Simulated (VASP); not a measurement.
# ZrB2 (P6/mmm) in VASP: further runs, part 2 of 2

VASP 6.6.1. The steps go on from the part before.

### 3 Single point, PBE

The input, INCAR:

```
SYSTEM = ZrB2
ALGO     = Normal         ! electronic algorithm
EDIFF    = 1E-7           ! SCF threshold, eV
ENCUT    = 520            ! plane-wave cutoff, eV
GGA      = PE             ! functional
ISIF     = 2              ! what is computed and relaxed
ISMEAR   = 0              ! smearing method
LASPH    = .TRUE.         ! aspherical terms in the spheres
LCHARG   = .FALSE.        ! write CHGCAR
LREAL    = .FALSE.        ! projectors in reciprocal space
LWAVE    = .FALSE.        ! write WAVECAR
NBANDS   = 16             ! bands
NELM     = 80             ! most SCF steps
PREC     = Accurate       ! precision mode
SIGMA    = 0.014          ! smearing width, eV
```

The input, KPOINTS:

```
k-points
0
G
  10 10 8
  0 0 0
```

The input, POSCAR:

```
ZrB2
1.0
    3.1700000000      0.0000000000      0.0000000000
   -1.5850000000      2.7453005300      0.0000000000
    0.0000000000      0.0000000000      3.5330000000
Zr B
1 2
Direct
    0.0000000000      0.0000000000      0.0000000000
    0.6666666667      0.3333333333      0.5000000000
    0.3333333333      0.6666666667      0.5000000000
```

Potentials or basis: VASP PAW PBE potentials, release 64 (Zr_sv, B).

Started as:

```bash
> cat potpaw_PBE.64/Zr_sv/POTCAR potpaw_PBE.64/B/POTCAR > POTCAR
> mpirun -np 1 vasp_std > vasp.out
```

OUTCAR:

```text
SYSTEM = ZrB2
   EDIFF = 1E-7
   ENCUT = 520
   GGA = PE
   ISIF = 2
   ISMEAR = 0
   LASPH = .TRUE.
   LREAL = .FALSE.
   NELM = 80
   PREC = Accurate

 ion  position               nearest neighbor table
   1  0.000  0.000  0.000-   2 2.54   3 2.54   2 2.54   3 2.54   2 2.54   2 2.54   3 2.54   3 2.54
                             2 2.54   2 2.54   3 2.54   3 2.54
   2  0.667  0.333  0.500-   3 1.83   3 1.83   3 1.83   1 2.54   1 2.54   1 2.54   1 2.54   1 2.54
                             1 2.54
   3  0.333  0.667  0.500-   2 1.83   2 1.83   2 1.83   1 2.54   1 2.54   1 2.54   1 2.54   1 2.54
                             1 2.54

  LATTYP: Found a hexagonal cell.
[... 649 lines left out ...]
 [... further k-points ...]
[... 5 lines left out ...]
  --------------------------------------------------------------------------------------
  -------------------------------------------------------------------------------------
  Total        0.0975855      0.0975855      0.3395554      0.0000000      0.0000000      0.0000000
  in kB        5.0851442      5.0851442     17.6941001      0.0000000      0.0000000      0.0000000
  external PRESSURE =       9.2881295 kB  Pullay stress =       0.0000000 kB

 VOLUME and BASIS-vectors are now :
 -----------------------------------------------------------------------------
  energy-cutoff  :      520.00
  volume of cell :       30.75
      direct lattice vectors                 reciprocal lattice vectors
     3.170000000  0.000000000  0.000000000     0.315457413  0.182129422  0.000000000
    -1.585000000  2.745300530  0.000000000     0.000000000  0.364258845  0.000000000
     0.000000000  0.000000000  3.533000000     0.000000000  0.000000000  0.283045570

 POSITION                                       TOTAL-FORCE (eV/Angst)
 -----------------------------------------------------------------------------------
      0.00000      0.00000      0.00000         0.000000      0.000000      0.000000
      1.58500      0.91510      1.76650         0.000000      0.000000      0.000000
     -0.00000      1.83020      1.76650        -0.000000      0.000000      0.000000
 -----------------------------------------------------------------------------------
    total drift:                               -0.000000      0.000000      0.000000

  FREE ENERGIE OF THE ION-ELECTRON SYSTEM (eV)
  ---------------------------------------------------
  free  energy   TOTEN  =       -24.9740652729 eV

  energy  without entropy=      -24.9739399816  energy(sigma->0) =      -24.97400263
```

Run time: 24 s. Hardware: 1 thread of AMD EPYC 7R13 (Zen 3), shared host; peak memory 0.13 GiB.

Results:

| Quantity | Value |
| --- | --- |
| Free energy | -24.9741 eV |
| Pressure | 0.9 GPa |
| Band gap on the k mesh | zero (band 9 reaches 11.10 eV, above the bottom of band 10 at 10.29 eV) |

Levels at points of the mesh, in eV from the Fermi level:
```
           k point  band 6  band 7  band 8  band 9  band 10  band 11  band 12  band 13
(0.00, 0.00, 0.00)   -2.51   -2.51   -2.46   -2.22     3.52     3.52     4.30     4.30
(0.50, 0.00, 0.00)   -8.39   -3.77   -2.93   -2.56     2.35     2.43     5.04     5.12
(0.00, 0.00, 0.50)   -6.84   -0.84   -0.84    0.45     0.45     0.90     0.90     1.96
(0.50, 0.00, 0.50)   -6.87   -4.48   -4.01   -1.88     3.87     4.21     5.41     6.36
```

### 4 Single point, PBE (volume scaled by 0.98)

The input, INCAR:

```
SYSTEM = ZrB2
PREC = Accurate
ENCUT = 520
EDIFF = 1E-6
ISMEAR = -1
SIGMA = 0.05
LREAL = .False.
LASPH = .True.
NELM = 100
ALGO = Normal
ISIF = 2
LWAVE = .False.
LCHARG = .False.
GGA = PE
NBANDS = 16
```

The input, KPOINTS:

```
regular mesh
0
Gamma
  10 10 8
  0 0 0
```

The input, POSCAR:

```
ZrB2
1.0
    3.1487241912      0.0000000000      0.0000000000
   -1.5743620956      2.7268751391      0.0000000000
    0.0000000000      0.0000000000      3.5092878761
Zr B
1 2
Direct
    0.0000000000      0.0000000000      0.0000000000
    0.6666666667      0.3333333333      0.5000000000
    0.3333333333      0.6666666667      0.5000000000
```

Started as:

```bash
> cat potpaw_PBE.64/Zr_sv/POTCAR potpaw_PBE.64/B/POTCAR > POTCAR
> mpirun -np 1 vasp_std > vasp.out
```

Wall time 43 s (1 thread of AMD EPYC 7R13, shared host); peak memory 0.13 GiB.

It converged, with:

```yaml
Free_energy: -24.9622 eV
Pressure: 6.0 GPa
Band_gap_on_the_k_mesh: zero (band 9 reaches 11.34 eV, above the bottom of band 10 at 10.51 eV)
```

Stress tensor (GPa, compression positive):
```
5.78 0.00 0.00
0.00 5.78 0.00
0.00 0.00 6.56
```

Levels at points of the mesh, in eV from the Fermi level:
```
           k point  band 5  band 6  band 7  band 8  band 9  band 10  band 11  band 12  band 13  band 14
(0.00, 0.00, 0.00)  -12.73   -2.58   -2.58   -2.54   -2.25     3.58     3.58     4.37     4.37     5.09
(0.50, 0.00, 0.00)   -8.96   -8.43   -3.88   -2.99   -2.65     2.36     2.45     5.14     5.23     6.74
(0.00, 0.00, 0.50)  -10.62   -6.93   -0.88   -0.88    0.43     0.43     0.88     0.88     1.97     5.18
(0.50, 0.00, 0.50)   -9.93   -6.92   -4.59   -4.11   -1.87     3.94     4.28     5.53     6.51     6.73
```

Caveat: the cell differs from its parent crystal (volume scaled by 0.98).

### 5 Single point, PBE (volume scaled by 1.02)

Edit INCAR of step 4 so:

```diff
@@ -3,3 +3,3 @@
 ENCUT = 520
-EDIFF = 1E-6
+EDIFF = 1E-7
 ISMEAR = -1
@@ -8,3 +8,3 @@
 LASPH = .True.
-NELM = 100
+NELM = 60
 ALGO = Normal
```

KPOINTS is that of step 4.

The input, POSCAR:

```
ZrB2
1.0
    3.1909939893      0.0000000000      0.0000000000
   -1.5954969947      2.7634818581      0.0000000000
    0.0000000000      0.0000000000      3.5563980329
Zr B
1 2
Direct
    0.0000000000      0.0000000000      0.0000000000
    0.6666666667      0.3333333333      0.5000000000
    0.3333333333      0.6666666667      0.5000000000
```

Started as:

```bash
> cat potpaw_PBE.64/Zr_sv/POTCAR potpaw_PBE.64/B/POTCAR > POTCAR
> mpirun -np 1 vasp_std > vasp.out
```

It took 50 s on 1 thread of AMD EPYC 7R13, shared host; peak memory 0.13 GiB.

Results (log left out):

```yaml
Free_energy: -24.9708 eV
Pressure: -3.7 GPa
Band_gap_on_the_k_mesh: zero (band 9 reaches 10.87 eV, above the bottom of band 10 at 10.08 eV)
```

Stress tensor (GPa, compression positive):
```
-4.21  0.00  0.00
 0.00 -4.21  0.00
 0.00  0.00 -2.65
```

Levels at points of the mesh, in eV from the Fermi level:
| k point | band 7 | band 8 | band 9 | band 10 | band 11 | band 12 |
| --- | --- | --- | --- | --- | --- | --- |
| (0.00, 0.00, 0.00) | -2.51 | -2.46 | -2.27 | 3.39 | 3.39 | 4.16 |
| (0.50, 0.00, 0.00) | -3.74 | -2.95 | -2.54 | 2.28 | 2.33 | 4.88 |
| (0.00, 0.00, 0.50) | -0.87 | -0.87 | 0.41 | 0.41 | 0.84 | 0.84 |
| (0.50, 0.00, 0.50) | -4.46 | -3.98 | -1.97 | 3.72 | 4.06 | 5.23 |

Caveat: the cell differs from its parent crystal (volume scaled by 1.02).

### 6 Single point, PBEsol

This run uses another cell than the first one, of 10.08 Å³/atom, 0.983 times its volume.

The input, INCAR:

```
SYSTEM = ZrB2
PREC     = Accurate       ! precision mode
ENCUT    = 520            ! plane-wave cutoff, eV
EDIFF    = 1E-6           ! SCF threshold, eV
ISMEAR   = -1             ! smearing method
SIGMA    = 0.05           ! smearing width, eV
LREAL    = .False.        ! projectors in reciprocal space
LASPH    = .True.         ! aspherical terms in the spheres
NELM     = 80             ! most SCF steps
ALGO     = Normal         ! electronic algorithm
ISIF     = 2              ! what is computed and relaxed
LWAVE    = .False.        ! write WAVECAR
LCHARG   = .False.        ! write CHGCAR
GGA      = PS             ! functional
NBANDS   = 16             ! bands
```

KPOINTS is that of step 5.

The input, POSCAR:

```
ZrB2
1.0
    3.1537364338      0.0000000000      0.0000000000
   -1.5768682169      2.7312158685      0.0000000000
    0.0000000000      0.0000000000      3.5101798250
Zr B
1 2
Direct
    0.0000000000      0.0000000000      0.0000000000
    0.6666666667      0.3333333333      0.5000000000
    0.3333333333      0.6666666667      0.5000000000
```

Potentials or basis: VASP PAW PBE potentials, release 64 (Zr_sv, B).

Started as:

```bash
> cat potpaw_PBE.64/Zr_sv/POTCAR potpaw_PBE.64/B/POTCAR > POTCAR
> mpirun -np 1 vasp_std > vasp.out
```

Wall time 19 s (1 thread of Intel Xeon Platinum 8488C (Sapphire Rapids), shared host); peak memory 0.16 GiB.

It converged, with:

* Free energy: -26.3999 eV
* Pressure: 0.3 GPa
* Band gap on the k mesh: zero (band 9 reaches 11.17 eV, above the bottom of band 10 at 10.36 eV)

Levels at points of the mesh, in eV from the Fermi level:
```tsv
k point	band 7	band 8	band 9	band 10	band 11	band 12
(0.00, 0.00, 0.00)	-2.56	-2.55	-2.20	3.57	3.57	4.40
(0.50, 0.00, 0.00)	-3.85	-2.95	-2.65	2.40	2.45	5.15
(0.00, 0.00, 0.50)	-0.84	-0.84	0.41	0.41	0.88	0.88
(0.50, 0.00, 0.50)	-4.56	-4.10	-1.84	3.94	4.28	5.54
```

Caveat: the PAW data sets were made with another functional, which shifts forces and pressure a little.

### 7 The runs side by side

```tsv
level	cell	smearing	gap on the mesh (eV)	pressure (GPa)
PBE	a = 3.170, b = 3.170, c = 3.533 Å, angles 90.0, 90.0, 120.0°, 3 atoms	gaussian 0.013 eV	none	0.9
PBE	a = 3.170, b = 3.170, c = 3.533 Å, angles 90.0, 90.0, 120.0°, 3 atoms	gaussian 0.014 eV	none	0.9
PBE	a = 3.149, b = 3.149, c = 3.509 Å, angles 90.0, 90.0, 120.0°, 3 atoms	fermi-dirac 0.05 eV	none	6.0
PBE	a = 3.191, b = 3.191, c = 3.556 Å, angles 90.0, 90.0, 120.0°, 3 atoms	fermi-dirac 0.05 eV	none	-3.7
PBEsol	a = 3.154, b = 3.154, c = 3.510 Å, angles 90.0, 90.0, 120.0°, 3 atoms	fermi-dirac 0.05 eV	none	0.3
```

Alike in all rows: task single point; potentials or basis VASP PAW PBE potentials, release 64 (Zr_sv, B); no spin polarisation; k mesh 10 × 10 × 8; cutoff (eV) 520.

Caveats: the PAW data sets were made with another functional, which shifts forces and pressure a little (some runs).

Total energies depend on the potentials used, so only differences within one code and one set of settings carry meaning.
